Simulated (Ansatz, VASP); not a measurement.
**C in VASP and in Ansatz**

INCAR

```
SYSTEM = C
PREC = Accurate
ENCUT = 520
EDIFF = 1E-7
ISMEAR = 0
SIGMA = 0.05
LREAL = .False.
LASPH = .True.
NELM = 80
ALGO = Normal
ISIF = 2
LWAVE = .False.
LCHARG = .True.
GGA = PE
IVDW = 12
LELF = .True.
LVHAR = .True.
NBANDS = 11
```

Contents of KPOINTS:

```
Automatic mesh
0
Gamma
  15 15 15
  0 0 0
```

Contents of POSCAR:

```
C
1.0
    1.2530633577      0.7234564669      3.4170642636
   -1.2530633577      0.7234564669      3.4170642636
    0.0000000000     -1.4469129338      3.4170642636
C
2
Direct
    0.1760175946      0.1760175946      0.1760175946
    0.8239824054      0.8239824054      0.8239824054
```

Input for Ansatz:

```yaml
crystal:
  lattice:
    - [1.2530633577, 0.7234564669, 3.4170642636]
    - [-1.2530633577, 0.7234564669, 3.4170642636]
    - [0.0, -1.4469129338, 3.4170642636]
  atoms:
    - { symbol: C, position: [0.1760175946, 0.1760175946, 0.1760175946] }
    - { symbol: C, position: [0.8239824054, 0.8239824054, 0.8239824054] }
basis:
  ecutwfc: 520.0
kpoints:
  mp_grid: { grid: [15, 15, 15] }
hamiltonian:
  xc: pbe
  pseudopotentials: { kind: paw, azcp: { folder: soft_1 } }
  dispersion: d3bj
scf:
  occupations: { method: gaussian, width: 0.05 }
output:
  forces: true
  stress: true
  eigenvalues: true
```

Change from the starting cell: mode 4 frozen in at +0.095 Å, equal normal strain along x, y and z +0.0167.

Alike in both runs: task single point; functional PBE; dispersion D3(BJ); k mesh 15 × 15 × 15; occupations gaussian, width 0.05 eV; no spin polarisation.

```csv
,VASP,Ansatz
version,VASP 6.6.1,Ansatz 0.2.0
potentials or method,"VASP PAW PBE potentials, release 64 (C), cutoff 520 eV","scalar-relativistic, plane waves, PAW"
valence electrons in the cell,8,8
```

|  | VASP | Ansatz | Ansatz less VASP |
| --- | --- | --- | --- |
| gap on the k mesh at the Fermi level (eV) | 0.37 | 0.37 | -0.001 |
| least direct gap on the mesh (eV) | 0.37 | 0.37 | -0.001 |
| pressure (GPa) | -14.2 | -14.6 | -0.41 |
| traceless stress, the component that is largest in VASP (GPa) | 8.57 | 9.03 | +0.461 |
| rms of the force components (eV/Å) | 1.850 | 1.858 | +0.0074 |

Atom by atom the forces differ by 0.007 eV/Å (rms over components).
